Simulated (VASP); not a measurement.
# HgTe (wurtzite type) (P6_3mc) in VASP: relaxation of cell and atoms with PBE

Aim: the relaxation of cell and atoms of HgTe (wurtzite type) with PBE.

Program: VASP 6.6.1. These are calculated values, not measurements. Logs are shortened: lines on timing, memory, paths and dates and some standing lists are left out, and cuts for length are marked.

## Step 1: The cell of the first run

It takes space group P6_3mc (No. 186, hexagonal). The conventional cell has a = 3.977 Å, b = 3.977 Å, c = 6.483 Å, α = 90.00°, β = 90.00°, γ = 120.00°. Hg (site symmetry 3m) has 4 Te at 2.43 to 2.44 Å within 3.2 Å. Within 3.2 Å of Te (site symmetry 3m) lie 4 Hg at 2.43 to 2.44 Å.

## Step 2: Relaxation of cell and atoms, PBE, target pressure 42 GPa, at which the enthalpy is minimised

INCAR

```
SYSTEM = HgTe
PREC     = Accurate       ! precision mode
ENCUT    = 600            ! plane-wave cutoff, eV
EDIFF    = 1E-7           ! SCF threshold, eV
ISMEAR   = -1             ! smearing method
SIGMA    = 0.05           ! smearing width, eV
LREAL    = .False.        ! projectors in reciprocal space
LASPH    = .True.         ! aspherical terms in the spheres
NELM     = 100            ! most SCF steps
ALGO     = Normal         ! electronic algorithm
ISIF     = 3              ! what is computed and relaxed
LWAVE    = .False.        ! write WAVECAR
LCHARG   = .False.        ! write CHGCAR
GGA      = PE             ! functional
IBRION   = 2              ! ionic algorithm
NSW      = 60             ! ionic steps
EDIFFG   = -0.005         ! ionic threshold
PSTRESS  = 420.0
```

KPOINTS

```
regular mesh
0
Gamma
  9 9 5
  0 0 0
```

POSCAR

```
HgTe
1.0
    3.9774246308      0.0000000000      0.0000000000
   -1.9887123154      3.4445507719      0.0000000000
    0.0000000000      0.0000000000      6.4832021482
Hg Te
2 2
Direct
    0.3333333333      0.6666666667      0.0000000000
    0.6666666667      0.3333333333      0.5000000000
    0.3333333333      0.6666666667      0.3760000000
    0.6666666667      0.3333333333      0.8760000000
```

Potentials or basis: VASP PAW PBE potentials, release 64 (Hg, Te).

On the command line:

```sh
cat potpaw_PBE.64/Hg/POTCAR potpaw_PBE.64/Te/POTCAR > POTCAR
mpirun -np 1 vasp_std > vasp.out
```

OUTCAR:

```text
SYSTEM = HgTe
   PREC = Accurate
   ENCUT = 600
   EDIFF = 1E-7
   ISMEAR = -1
   LREAL = .False.
   LASPH = .True.
   NELM = 100
   ISIF = 3
   GGA = PE
   IBRION = 2
   NSW = 60
   EDIFFG = -0.005
   PSTRESS = 420.0

 ion  position               nearest neighbor table
   1  0.333  0.667  0.000-   4 2.43   4 2.43   4 2.43   3 2.44
   2  0.667  0.333  0.500-   3 2.43   3 2.43   3 2.43   4 2.44
   3  0.333  0.667  0.376-   2 2.43   2 2.43   2 2.43   1 2.44
   4  0.667  0.333  0.876-   1 2.43   1 2.43   1 2.43   2 2.44

  LATTYP: Found a hexagonal cell.
 ALAT       =     3.9774246308
 C/A-ratio  =     1.6300000000

  Lattice vectors:

 A1 = (   3.9774246308,   0.0000000000,   0.0000000000)
 A2 = (  -1.9887123154,   3.4445507719,   0.0000000000)
 A3 = (   0.0000000000,   0.0000000000,   6.4832021482)

Analysis of symmetry for initial positions (statically):
=====================================================================
 Subroutine PRICEL returns:
 Original cell was already a primitive cell.

 Routine SETGRP: Setting up the symmetry group for a
 hexagonal supercell.

 Subroutine GETGRP returns: Found 12 space group operations
 (whereof  6 operations were pure point group operations)
 out of a pool of 24 trial point group operations.

The static configuration has the point symmetry C_3v.
 The point group associated with its full space group is C_6v.

Analysis of symmetry for dynamics (positions and initial velocities):
=====================================================================
 Subroutine PRICEL returns:
 Original cell was already a primitive cell.

 Routine SETGRP: Setting up the symmetry group for a
 hexagonal supercell.

 Subroutine GETGRP returns: Found 12 space group operations
 (whereof  6 operations were pure point group operations)
 out of a pool of 24 trial point group operations.

The dynamic configuration has the point symmetry C_3v.
 The point group associated with its full space group is C_6v.

 Subroutine INISYM returns: Found 12 space group operations
 (whereof  6 operations are pure point group operations),
 and found     1 'primitive' translations

----------------------------------------------------------------------------------------

                                     Primitive cell

  volume of cell :      88.8227

  direct lattice vectors                    reciprocal lattice vectors
     3.977424631  0.000000000  0.000000000     0.251418969  0.145156809  0.000000000
    -1.988712315  3.444550772  0.000000000     0.000000000  0.290313619  0.000000000
     0.000000000  0.000000000  6.483202148     0.000000000  0.000000000  0.154244766

  length of vectors
     3.977424631  3.977424631  6.483202148     0.290313619  0.290313619  0.154244766

  position of ions in fractional coordinates (direct lattice)
     0.333333333  0.666666667  0.000000000
     0.666666667  0.333333333  0.500000000
     0.333333333  0.666666667  0.376000000
     0.666666667  0.333333333  0.876000000

  ion indices of the primitive-cell ions
   primitive index   ion index
                 1           1
                 2           2
                 3           3
                 4           4

----------------------------------------------------------------------------------------

 KPOINTS: regular mesh

Automatic generation of k-mesh.
 Grid dimensions read from file:
 generate k-points for:    9    9    5

 Generating k-lattice:

  Cartesian coordinates                     Fractional coordinates (reciprocal lattice)
     0.027935441  0.016128534  0.000000000     0.111111111  0.000000000  0.000000000
     0.000000000  0.032257069  0.000000000     0.000000000  0.111111111  0.000000000
     0.000000000  0.000000000  0.030848953     0.000000000  0.000000000  0.200000000

  Length of vectors
     0.032257069  0.032257069  0.030848953

  Shift w.r.t. Gamma in fractional coordinates (k-lattice)
     0.000000000  0.000000000  0.000000000

 Subroutine IBZKPT returns following result:
 ===========================================

 Found     36 irreducible k-points:

 Following reciprocal coordinates:
            Coordinates               Weight
  0.000000  0.000000  0.000000      1.000000
  0.111111  0.000000  0.000000      6.000000
  0.222222 -0.000000  0.000000      6.000000
  0.333333  0.000000  0.000000      6.000000
  0.444444 -0.000000  0.000000      6.000000
  0.111111  0.111111  0.000000      6.000000
[... 16 lines left out ...]
  0.333333  0.222222  0.200000     24.000000
  0.333333  0.333333  0.200000      4.000000
 [... further k-points ...]
   k-points           NKPTS =     36   k-points in BZ     NKDIM =     36   number of bands    NBANDS=     22
   number of dos      NEDOS =    301   number of ions     NIONS =      4
   total plane-waves  NPLWV =  55296
   dimension x,y,z NGX =    32 NGY =   32 NGZ =   54
   dimension x,y,z NGXF=    64 NGYF=   64 NGZF=  108
   ions per type =               2   2
   NGX,Y,Z   is equivalent  to a cutoff of  13.38, 13.38, 13.85 a.u.
   NGXF,Y,Z  is equivalent  to a cutoff of  26.75, 26.75, 27.69 a.u.
 SYSTEM =  HgTe
   PREC   = accura    normal or accurate (medium, high low for compatibility)
   ISTART =      0    job   : 0-new  1-cont  2-samecut
   ICHARG =      2    charge: 1-file 2-atom 10-const
   ISPIN  =      1    spin polarized calculation?
   LNONCOLLINEAR =      F non collinear calculations
   LSORBIT =      F    spin-orbit coupling
   LASPH  =      T    aspherical Exc in radial PAW
   ENCUT  =  600.0 eV  44.10 Ry    6.64 a.u.   7.94  7.94 12.95*2*pi/ulx,y,z
   NELM   =    100;   NELMIN=  2; NELMDL= -5     # of ELM steps
   EDIFF  = 0.1E-06   stopping-criterion for ELM
   LREAL  =      F    real-space projection
   EDIFFG = -.5E-02   stopping-criterion for IOM
   NSW    =     60    number of steps for IOM
   IBRION =      2    ionic relax: 0-MD 1-quasi-New 2-CG
   NFREE  =      1    steps in history (QN), initial steepest desc. (CG)
   ISIF   =      3    stress and relaxation
   ISYM   =      2    0-nonsym 1-usesym 2-fastsym
   POTIM  = 0.5000    time-step for ionic-motion
   TEBEG  =    0.0;   TEEND  =   0.0 temperature during run
   PSTRESS=  420.0 pullay stress
   NELECT =      36.0000    total number of electrons
   NUPDOWN=      -1.0000    fix difference up-down
   EMIN   =  10.00;   EMAX   =-10.00  energy-range for DOS
   EFERMI =   0.00;   METHOD = LEGACY
   ISMEAR =    -1;   SIGMA  =   0.05  broadening in eV -4-tet -1-fermi 0-gaus
   EFERMI_NEDOS =   21; number of points for ismear=-14 and -15
   IALGO  =     38    algorithm
   IMIX   =      4    mixing-type and parameters
     AMIX     =   0.40;   BMIX     =  1.00
     AMIX_MAG =   1.60;   BMIX_MAG =  1.00
  volume/ion in A,a.u.               =      22.21       149.85
  Fermi-wavevector in a.u.,A,eV,Ry     =   1.211530  2.289460 19.970710  1.467806
  Thomas-Fermi vector in A             =   2.347043
   LORBIT       =      0    0 simple, 1 ext, 2 COOP (PROOUT), +10 PAW based schemes
   GGA     = PE    functional components
   LHFCALC =     F    Hartree Fock is set to
   AEXX    =    0.0000 exact exchange contribution
   IVDW    =     0    specifies the selected vdW correction
   LEPSILON=     F    determine dielectric tensor
   LRPA    =     F    only Hartree local field effects (RPA)
 conjugate gradient relaxation of ions
 non-spin polarized calculation
  energy-cutoff  :      600.00
  volume of cell :       88.82
 maximum number of plane-waves:      2994
 NGX is ok and might be reduce to    32
   NGX = 15   NGY = 15   NGZ = 25

--------------------------------------- Ionic step        1  -------------------------------------------

 number of electron      36.0000004 magnetization

 Free energy of the ion-electron system (eV)
  ---------------------------------------------------
  ext. energy  EPLUGINS =         0.00000000
  ---------------------------------------------------
  free energy    TOTEN  =        -0.30769761 eV

  energy without entropy =       -0.30755690  energy(sigma->0) =       -0.30762725

------------------------ aborting loop because EDIFF is reached ----------------------------------------

  FORCE on cell =-STRESS in cart. coord.  units (eV):
  Direction    XX          YY          ZZ          XY          YZ          ZX
  --------------------------------------------------------------------------------------
  -------------------------------------------------------------------------------------
  Total       34.8394335     34.8394335     35.3754389      0.0000000     -0.0000000     -0.0000000
  in kB      628.4309340    628.4309340    638.0993558      0.0000000     -0.0000000     -0.0000000
  external PRESSURE =     211.6537412 kB  Pullay stress =     420.0000000 kB
[... 25 lines left out ...]
  enthalpy is  TOTEN    =        22.9765827946 eV   P V=       23.2842804006

--------------------------------------- Ionic step        2  -------------------------------------------

 number of electron      36.0000002 magnetization

 E-fermi :   3.3928     XC(G=0):  -8.8391

 val. band max:        3.3467410434   @ k =   0.0000   0.0000   0.0000
 cond. band min:       3.8924779571   @ k =   0.0000   0.0000   0.0000
 fundamental gap:      0.5457369137
 Fermi energy:         3.3928261729

 k-point     1 :       0.0000    0.0000    0.0000
  band No.  band energies     occupation
      1      -8.8149      2.00000
      2      -8.2129      2.00000
      3      -4.1455      2.00000
      4      -4.1338      2.00000
      5      -4.1338      2.00000
      6      -4.0345      2.00000
[... 662 lines left out ...]
  FREE ENERGIE OF THE ION-ELECTRON SYSTEM (eV)
  ---------------------------------------------------
  free  energy   TOTEN  =        -3.2406015434 eV

  energy  without entropy=       -3.2404182049  energy(sigma->0) =       -3.24050987

  enthalpy is  TOTEN    =        22.4920525477 eV   P V=       25.7326540911

[... ionic steps 4 to 53 ...]

--------------------------------------- Ionic step       54  -------------------------------------------

 number of electron      36.0000004 magnetization

------------------------ aborting loop because EDIFF is reached ----------------------------------------

  FORCE on cell =-STRESS in cart. coord.  units (eV):
  Direction    XX          YY          ZZ          XY          YZ          ZX
  --------------------------------------------------------------------------------------
  -------------------------------------------------------------------------------------
  Total       20.4168823     20.4168822     20.3490960      0.0000000     -0.0000000     -0.0000000
  in kB      420.4981117    420.4981107    419.1020112      0.0000000     -0.0000000     -0.0000000
  external PRESSURE =       0.0327445 kB  Pullay stress =     420.0000000 kB
[... 65 lines left out ...]
  enthalpy is  TOTEN    =        17.7675323678 eV   P V=       20.3996062626

--------------------------------------- Ionic step       56  -------------------------------------------

 number of electron      36.0000005 magnetization

 Free energy of the ion-electron system (eV)
  ---------------------------------------------------
  ext. energy  EPLUGINS =         0.00000000
  ---------------------------------------------------
  free energy    TOTEN  =        -2.62599063 eV

  energy without entropy =       -2.62049848  energy(sigma->0) =       -2.62324455

 E-fermi :   9.6427     XC(G=0): -11.8820

 val. band max:        9.5679544374   @ k =   0.4444   0.1111   0.0000
 cond. band min:       9.6777649953   @ k =   0.4444   0.1111   0.0000
 fundamental gap:      0.1098105579
 Fermi energy:         9.6426778456

 k-point     1 :       0.0000    0.0000    0.0000
  band No.  band energies     occupation
      1      -6.8781      2.00000
      2      -6.5470      2.00000
      3      -1.3040      2.00000
      4      -0.4179      2.00000
      5       0.2221      2.00000
      6       1.4325      2.00000
[... 622 lines left out ...]
  FREE ENERGIE OF THE ION-ELECTRON SYSTEM (eV)
  ---------------------------------------------------
  free  energy   TOTEN  =        -2.6259906302 eV

  energy  without entropy=       -2.6204984773  energy(sigma->0) =       -2.62324455

  enthalpy is  TOTEN    =        17.7675207302 eV   P V=       20.3935113603

 reached required accuracy - stopping structural energy minimisation
```

Wall time 21 min (1 thread of Intel Xeon 6975P-C (Granite Rapids), shared host); peak memory 0.3 GiB.

Results:

```
Free energy                                                : -2.6260 eV
Relaxed volume                                             : 19.45 Å³/atom
Relaxed cell                                               : a = 2.928 Å, b = 2.928 Å, c = 10.479 Å, α = 90.00°, β = 90.00°, γ = 120.00°
Space group after relaxing (to 0.1 Å)                      : P6_3mc (No. 186)
Energy change on relaxing (the run minimises the enthalpy) : -579.6 meV/atom
Ionic steps                                                : 56
Pressure after relaxing                                    : 42.0 GPa
Band gap on the k mesh                                     : zero (bands 18 and 19 overlap by 7.61 eV)
```

The path:
```tsv
step	energy change (eV)	largest force (eV/Å)	pressure (GPa)	volume (Å³)
1	0.0000	0.1009	63.17	88.82
3	-2.9329	0.0613	39.30	98.16
5	-2.5905	0.0643	42.10	96.81
7	-2.5887	0.3950	42.11	96.79
9	-2.5908	0.4070	42.09	96.80
11	-2.5999	0.4589	41.99	96.81
13	-2.6331	0.6326	41.53	96.84
15	-2.7189	0.5729	38.26	96.33
17	1.0593	12.3578	48.61	85.87
19	-1.7882	5.1018	33.76	92.97
21	-1.6334	5.7067	33.86	92.44
23	-1.6353	5.7416	33.75	92.45
25	-1.6411	5.8847	33.36	92.46
27	-1.6399	6.4862	32.18	92.45
29	-1.6080	6.6731	32.11	92.44
31	-1.6342	6.7270	31.78	92.42
33	-1.7230	6.9878	30.74	92.27
35	-1.2725	8.4734	32.86	90.72
37	-1.6213	7.7661	30.88	91.35
39	-2.3917	5.9948	28.21	90.07
41	-2.7481	2.0935	33.14	83.55
43	-2.7173	2.2038	33.84	83.05
45	-1.4155	2.3535	50.05	75.99
47	-2.0409	0.0233	45.05	76.78
49	-2.2446	0.0742	42.80	77.52
51	-2.3150	0.0609	42.02	77.78
53	-2.3117	0.0168	42.06	77.77
55	-2.3244	0.0040	41.92	77.82
56	-2.3183	0.0003	41.99	77.80
```

Final structure:
```yaml
crystal:
  lattice:
    - [2.92784, 0.00000, 0.00000]
    - [-1.46392, 2.53558, 0.00000]
    - [0.00000, 0.00000, 10.47919]
  atoms:
    - { symbol: Hg, position: [0.33333, 0.66667, 0.05907] }
    - { symbol: Hg, position: [0.66667, 0.33333, 0.55907] }
    - { symbol: Te, position: [0.33333, 0.66667, 0.31693] }
    - { symbol: Te, position: [0.66667, 0.33333, 0.81693] }
```

Caveat: the cell is relaxed towards a set pressure, so the run minimises the enthalpy, not the energy; a cell axis changed by over 15 % at a fixed basis, so the end point is rough; spin-orbit coupling is left out, which moves the levels of the heavy elements.

The gap in the log of VASP goes by the Fermi energy; the results here count the filled bands.